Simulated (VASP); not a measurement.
La2Os: single point with PBE

Crystal: La2Os.

```
CELL_PARAMETERS angstrom
0.00000 4.29575 4.29575
4.29575 0.00000 4.29575
4.29575 4.29575 0.00000
ATOMIC_POSITIONS crystal
La 0.12500 0.12500 0.12500
La 0.62500 0.12500 0.12500
La 0.12500 0.12500 0.62500
La 0.12500 0.62500 0.12500
Os 0.50000 0.50000 0.50000
Os 0.75000 0.75000 0.75000
```

The cell was generated, and may not be a known phase.

```json
{
  "Program": "VASP 6.6.1",
  "Task": "single point",
  "Functional": "PBE",
  "Potentials or basis": "VASP PAW PBE potentials, release 64 (La, Os)",
  "Cutoff": "520 eV",
  "k mesh": "4 × 4 × 4",
  "Occupations": "gaussian, width 0.1 eV",
  "Spin": "no spin polarisation",
  "Dipole correction": "no",
  "Further INCAR settings": "ALGO = Normal; EDIFF = 1e-06; NBANDS = 39"
}
```

```json
{"Pressure": "-2.0 GPa", "Band gap on the k mesh": "zero (bands 30 and 31 overlap by 0.41 eV)"}
```

Levels at points of the mesh, in eV from the Fermi level:
```
           k point  band 26  band 27  band 28  band 29  band 30  band 31  band 32  band 33  band 34  band 35
(0.00, 0.00, 0.00)    -0.90    -0.73    -0.73    -0.36    -0.36    -0.36     0.12     0.55     0.55     0.70
(0.50, 0.00, 0.00)    -1.08    -0.44    -0.44    -0.06    -0.06    -0.05     0.34     0.34     0.34     1.03
(0.50, 0.50, 0.00)    -0.99    -0.77    -0.77    -0.14    -0.14     0.95     0.95     1.31     1.31     1.33
```

It took 89 s on 1 thread of Intel(R) Xeon(R) 6975P-C (Granite Rapids) (shared host), peak memory 0.34 GiB.

Caveat: spin-orbit coupling is left out, which moves the levels of the heavy elements.
